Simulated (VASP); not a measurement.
Wanted: the native input for a VASP 6.6.1 run.

```
Task                   : single point
Functional             : PBEsol
Potentials or basis    : VASP PAW PBE potentials, release 64 (B, N)
Cutoff                 : 520 eV
k mesh                 : 11 × 11 × 4
Occupations            : fermi-dirac, width 0.02 eV
Spin                   : no spin polarisation
Dipole correction      : no
Further INCAR settings : ALGO = Normal; EDIFF = 1e-07; NBANDS = 16
```

The structure of BN lies in POSCAR:

```
BN
1.0
    2.5039917043      0.0000000000      0.0000000000
   -1.2519958522      2.1685204268      0.0000000000
    0.0000000000      0.0000000000      6.7278120000
B N
2 2
Direct
    0.3333333333      0.6666666667      0.2500000000
    0.6666666667      0.3333333333      0.7500000000
    0.3333333333      0.6666666667      0.7500000000
    0.6666666667      0.3333333333      0.2500000000
```

This cell differs from its parent crystal: zz strain of +1 %.

These files were run (other wordings do the same):

INCAR

```
  PREC = Accurate
  ENCUT = 520
  EDIFF = 1E-7
  ISMEAR = -1
  SIGMA = 0.02
  LREAL = F
  LASPH = T
  NELM = 60
  ALGO = Normal
  ISIF = 2
  LWAVE = F
  LCHARG = T
  GGA = PS
  LELF = T
  LVHAR = T
  NBANDS = 16
```

KPOINTS

```
regular mesh
0
Gamma
  11 11 4
```

Potentials or basis: VASP PAW PBE potentials, release 64 (B, N).

Launch:

```bash
$ cat potpaw_PBE.64/B/POTCAR potpaw_PBE.64/N/POTCAR > POTCAR
$ mpirun -np 1 vasp_std > vasp.out
```

It gave:

- Pressure: 0.7 GPa
- Band gap on the k mesh: 4.25 eV, indirect (least direct gap 4.61 eV)

Caveat: the cell differs from its parent crystal (zz strain of +1 %); the PAW data sets were made with another functional, which shifts forces and pressure a little; this functional lacks dispersion, which binds the layers, so the pressure and a relaxed spacing across them are unreliable.

It took 40 s on 1 thread of Intel Xeon 8259CL, with other jobs on the host, peak memory 0.16 GiB.
